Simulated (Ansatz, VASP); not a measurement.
**One calculation of GaN, two programs**

Contents of INCAR:

```
PREC     = Accurate       # precision mode
ENCUT    = 520            # plane-wave cutoff, eV
EDIFF    = 1E-6           # SCF threshold, eV
ISMEAR   = -1             # smearing method
SIGMA    = 0.02           # smearing width, eV
LREAL    = F              # projectors in reciprocal space
LASPH    = T              # aspherical terms in the spheres
NELM     = 60             # most SCF steps
ALGO     = Normal         # electronic algorithm
ISIF     = 2              # what is computed and relaxed
LWAVE    = F              # write WAVECAR
LCHARG   = T              # write CHGCAR
GGA      = PS             # functional
LELF     = T              # ELF
LVHAR    = T            
NBANDS   = 16             # bands
```

The input KPOINTS:

```
regular mesh
0
Gamma
  13 13 13
```

Contents of POSCAR:

```
GaN
1.0
    0.0000000000      2.0124250000      1.9925000000
    2.0124250000      0.0000000000      1.9925000000
    2.0124250000      2.0124250000      0.0000000000
Ga N
1 1
Direct
    0.5000000000      0.5000000000      0.5000000000
    0.0000000000      0.0000000000      0.0000000000
```

Input for Ansatz:

```yaml
crystal:
  lattice:
    - [0.0, 2.012425, 1.9925]
    - [2.012425, 0.0, 1.9925]
    - [2.012425, 2.012425, 0.0]
  atoms:
    - { symbol: Ga, position: [0.5, 0.5, 0.5] }
    - { symbol: "N", position: [0.0, 0.0, 0.0] }
kpoints:
  mp_grid: { grid: [13, 13, 13] }
  band_path:
    path:
      - [0.0, 0.0, 0.0]
      - [0.0, 0.5, 0.5]
      - [0.25, 0.75, 0.5]
      - [0.0, 0.5, 0.0]
      - [0.0, 0.0, 0.0]
      - [0.5, 0.5, 0.0]
      - [0.3775125, 0.6224875, 0.0]
      - [-0.3775125, 0.3775125, 0.0]
      - [0.0, 0.0, 0.0]
    npoints: 5
scf:
  occupations: { method: fermi_dirac, width: 0.02 }
hamiltonian:
  xc: pbesol
  pseudopotentials: { kind: all_electron, lapw: { basis_error: 0.001 } }
output:
  forces: true
  stress: true
  eigenvalues: true
```

Change from the starting cell: equal xx and yy strain of +1 %.

Alike in both runs: task single point; functional PBEsol; k mesh 13 × 13 × 13; occupations fermi-dirac, width 0.02 eV; no spin polarisation.

```csv
,VASP,Ansatz
version,VASP 6.6.1,Ansatz 0.2.0
potentials or method,"VASP PAW PBE potentials, release 64 (Ga_d, N), cutoff 520 eV","all-electron LAPW, scalar-relativistic"
```

|  | VASP | Ansatz | Ansatz less VASP |
| --- | --- | --- | --- |
| gap on the k mesh at the Fermi level (eV) | 1.58 | 1.59 | +0.013 |
| pressure (GPa) | 50.4 | 49.8 | -0.54 |
| traceless stress, the component that is largest in VASP (GPa) | 3.01 | 3.06 | +0.051 |

VASP's potentials were made for PBE, not for PBEsol. Both programs put the cell under a high pressure, so it lies far from rest at this level. Ansatz ran all-electron here, and VASP with PAW potentials.
